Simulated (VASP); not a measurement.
# Au in VASP: notebook, part 2 of 2

VASP 6.6.1.

### 3 Single point, PBEsol (strain -0.030 along x and y, -0.015 along z)

Input file INCAR:

```
ALGO = Normal ; EDIFF = 1E-6
ENCUT = 520 ; GGA = PS
ISIF = 2 ; ISMEAR = 0
LASPH = True ; LCHARG = False
LREAL = False ; LWAVE = False
NBANDS = 12 ; NELM = 80
PREC = Accurate ; SIGMA = 0.15
```

Input file KPOINTS:

```
k-points
0
Gamma
  20 20 20
```

Input file POSCAR:

```
Au
1.0
    0.0000000000      1.9841350000      2.0148175000
    1.9841350000      0.0000000000      2.0148175000
    1.9841350000      1.9841350000      0.0000000000
Au
1
Direct
    0.0000000000      0.0000000000      0.0000000000
```

Potentials or basis: VASP PAW PBE potentials, release 64 (Au).

Command:

```bash
> cat potpaw_PBE.64/Au/POTCAR > POTCAR
> mpirun -np 1 vasp_std > vasp.out
```

Run time: 50 s. Hardware: 1 thread of Intel Xeon Platinum 8488C (Sapphire Rapids), shared host; peak memory 0.24 GiB.

The run converged. Its results:

```yaml
Free_energy: -3.8768 eV
Pressure: 14.7 GPa
```

Stress tensor (GPa, compression positive):
```
14.86  0.00  0.00
 0.00 14.86  0.00
 0.00  0.00 14.25
```

Levels at points of the mesh, in eV from the Fermi level:
| k point | band 2 | band 3 | band 4 | band 5 | band 6 | band 7 | band 8 | band 9 | band 10 | band 11 |
| --- | --- | --- | --- | --- | --- | --- | --- | --- | --- | --- |
| (0.00, 0.00, 0.00) | -5.19 | -5.04 | -5.04 | -3.44 | -3.27 | 14.38 | 18.57 | 18.89 | 18.89 | 23.89 |
| (0.50, 0.00, 0.00) | -5.21 | -5.06 | -2.03 | -1.96 | -1.37 | 3.46 | 13.82 | 17.46 | 17.79 | 25.82 |
| (0.50, 0.50, 0.00) | -7.43 | -2.03 | -1.63 | -1.63 | 0.56 | 6.10 | 10.34 | 10.34 | 18.13 | 20.98 |
| (0.50, 0.00, 0.50) | -7.42 | -2.04 | -1.68 | -1.56 | 0.84 | 6.48 | 10.03 | 10.09 | 17.89 | 20.74 |

Caveat: the cell differs from its parent crystal (strain -0.030 along x and y, -0.015 along z); the PAW data sets were made with another functional, which shifts forces and pressure a little; spin-orbit coupling is left out, which moves the levels of the heavy elements.

### 4 Single point, PBEsol (strain -0.030 along x and y, +0.000 along z)

Input file INCAR:

```
SYSTEM = Au
  PREC = Accurate
  ENCUT = 520
  EDIFF = 1E-6
  ISMEAR = 0
  SIGMA = 0.15
  LREAL = .False.
  LASPH = .True.
  NELM = 80
  ALGO = Normal
  ISIF = 2
  LWAVE = .False.
  LCHARG = .False.
  GGA = PS
  NBANDS = 12
```

Input file KPOINTS:

```
Automatic mesh
0
Gamma
  20 20 20
  0 0 0
```

Input file POSCAR:

```
Au
1.0
    0.0000000000      1.9841350000      2.0455000000
    1.9841350000      0.0000000000      2.0455000000
    1.9841350000      1.9841350000      0.0000000000
Au
1
Direct
    0.0000000000      0.0000000000      0.0000000000
```

Potentials or basis: VASP PAW PBE potentials, release 64 (Au).

Command:

```bash
> cat potpaw_PBE.64/Au/POTCAR > POTCAR
> mpirun -np 1 vasp_std > vasp.out
```

OUTCAR:

```text
SYSTEM = Au
   PREC = Accurate
   ENCUT = 520
   EDIFF = 1E-6
   ISMEAR = 0
   LREAL = .False.
   LASPH = .True.
   NELM = 80
   ISIF = 2
   GGA = PS

 ion  position               nearest neighbor table
   1  0.000  0.000  0.000-

  LATTYP: Found a body centered tetragonal cell.
 ALAT       =     2.8059906266
 C/A-ratio  =     1.4579521262

  Lattice vectors:

 A1 = (  -1.9841350000,   0.0000000000,   2.0455000000)
 A2 = (   1.9841350000,   0.0000000000,   2.0455000000)
 A3 = (   0.0000000000,   1.9841350000,  -2.0455000000)

Analysis of symmetry for initial positions (statically):
=====================================================================
 Subroutine PRICEL returns:
 Original cell was already a primitive cell.

 Routine SETGRP: Setting up the symmetry group for a
 body centered tetragonal supercell.

 Subroutine GETGRP returns: Found 16 space group operations
 (whereof 16 operations were pure point group operations)
 out of a pool of 16 trial point group operations.

The static configuration has the point symmetry D_4h.

Analysis of symmetry for dynamics (positions and initial velocities):
[... 169 lines left out ...]
      3       5.3591      2.00000
      4       5.3591      2.00000
      5       6.7708      2.00000
      6       7.1065      2.00000
      7      24.6746      0.00000
      8      28.5859      0.00000
      9      29.1827      0.00000
     10      29.1827      0.00000
     11      34.0523      0.00000
     12      39.1413      0.00000
[... 331 lines left out ...]
 k-point    24 :      -0.3500    0.0500    0.0000
  band No.  band energies     occupation
      1       2.4017      2.00000
      2       5.1887      2.00000
      3       5.5295      2.00000
      4       6.3726      2.00000
      5       7.6290      2.00000
      6       8.2766      2.00000
      7      17.1279      0.00000
      8      24.7227      0.00000
      9      27.8328      0.00000
     10      29.8692      0.00000
     11      33.8705      0.00000
     12      35.4452      0.00000

 [... further k-points ...]

------------------------ aborting loop because EDIFF is reached ----------------------------------------

  FORCE on cell =-STRESS in cart. coord.  units (eV):
  Direction    XX          YY          ZZ          XY          YZ          ZX
  --------------------------------------------------------------------------------------
  -------------------------------------------------------------------------------------
  Total        1.1446359      1.1446359      1.0181817      0.0000000      0.0000000      0.0000000
  in kB      113.8691410    113.8691410    101.2893877      0.0000000      0.0000000      0.0000000
  external PRESSURE =     109.6758899 kB  Pullay stress =       0.0000000 kB

 VOLUME and BASIS-vectors are now :
 -----------------------------------------------------------------------------
  energy-cutoff  :      520.00
  volume of cell :       16.11
      direct lattice vectors                 reciprocal lattice vectors
     0.000000000  1.984135000  2.045500000    -0.251998982  0.251998982  0.244439012
     1.984135000  0.000000000  2.045500000     0.251998982 -0.251998982  0.244439012
     1.984135000  1.984135000  0.000000000     0.251998982  0.251998982 -0.244439012

 POSITION                                       TOTAL-FORCE (eV/Angst)
 -----------------------------------------------------------------------------------
      0.00000      0.00000      0.00000         0.000000     -0.000000     -0.000000
 -----------------------------------------------------------------------------------
    total drift:                               -0.000000      0.000000      0.000000

  FREE ENERGIE OF THE ION-ELECTRON SYSTEM (eV)
  ---------------------------------------------------
  free  energy   TOTEN  =        -3.8953703613 eV

  energy  without entropy=       -3.8920548485  energy(sigma->0) =       -3.89371260
```

stdout:

```text
POSCAR found type information on POSCAR Au
 POSCAR found :  1 types and       1 ions
 scaLAPACK will be used
 -----------------------------------------------------------------------------
|                                                                             |
|                                                                             |
|     You enforced a specific xc type in the INCAR file but a different       |
|     I HOPE YOU KNOW WHAT YOU ARE DOING!                                     |
|                                                                             |
 -----------------------------------------------------------------------------

 LDA part: xc-table for (Slater+PW92), standard interpolation
 POSCAR, INCAR and KPOINTS ok, starting setup
 FFT: planning ... GRIDC
 FFT: planning ... GRID_SOFT
 FFT: planning ... GRID
 WAVECAR not read
 entering main loop
```

Wall time 51 s (1 thread of Intel Xeon Platinum 8488C (Sapphire Rapids), shared host); peak memory 0.24 GiB.

What came out:

```
Free energy : -3.8954 eV
Pressure    : 11.0 GPa
```

Stress tensor (GPa, compression positive):
```
11.39  0.00  0.00
 0.00 11.39  0.00
 0.00  0.00 10.13
```

Caveat: the cell differs from its parent crystal (strain -0.030 along x and y, +0.000 along z); the PAW data sets were made with another functional, which shifts forces and pressure a little; spin-orbit coupling is left out, which moves the levels of the heavy elements.

### 5 Summary

| cell | gap on the mesh (eV) | pressure (GPa) |
| --- | --- | --- |
| a = 2.980 Å, angles 60.0°, 1 atom | none | -12.7 |
| a = 2.828, b = 2.828, c = 2.806 Å, angles 60.3, 60.3, 59.5°, 1 atom | none | 14.7 |
| a = 2.850, b = 2.850, c = 2.806 Å, angles 60.5, 60.5, 59.0°, 1 atom | none | 11.0 |

Alike in all rows: task single point; level PBEsol; potentials or basis VASP PAW PBE potentials, release 64 (Au); no spin polarisation; k mesh 20 × 20 × 20; cutoff (eV) 520; smearing gaussian 0.15 eV.

Caveats: the PAW data sets were made with another functional, which shifts forces and pressure a little; spin-orbit coupling is left out, which moves the levels of the heavy elements.

Absolute energies hang on the potentials; compare differences alone.
